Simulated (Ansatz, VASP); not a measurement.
BeTe: VASP beside Ansatz

```
Be Te
1.0
     0.00000    2.80279    2.80279
     2.80279    0.00000    2.80279
     2.80279    2.80279    0.00000
Be Te
1 1
Direct
  0.00000 0.00000 0.00000
  0.75000 0.75000 0.75000
```

Alike in both runs: functional PBEsol; k mesh 10 × 10 × 10; occupations fermi-dirac, width 0.1 eV; no spin polarisation.

Ansatz relaxed the structure, and its values are those at the end. VASP's run is a single point on that final structure, the one shown.

```csv
,VASP,Ansatz
version,VASP 6.6.1,Ansatz 0.2.0
potentials or method,"VASP PAW PBE potentials, release 64 (Be, Te)","PAW with Ansatz's default frozen-core files, scalar-relativistic"
plane-wave cutoff (eV),520,420
valence electrons in the cell,8,18
```

Ansatz gave:

| Quantity | Value |
| --- | --- |
| pressure (GPa) | 0.0 |

Estimate VASP's values.

pressure (GPa): 0.2.

VASP's potentials were made for PBE, not for PBEsol. The functional is the same, so the differences come from potentials, cutoffs and numerics. VASP's potentials hold 8 valence electrons a cell and Ansatz's 18, so a difference there can come from the potentials and not from the codes.

Spin-orbit coupling is off throughout.
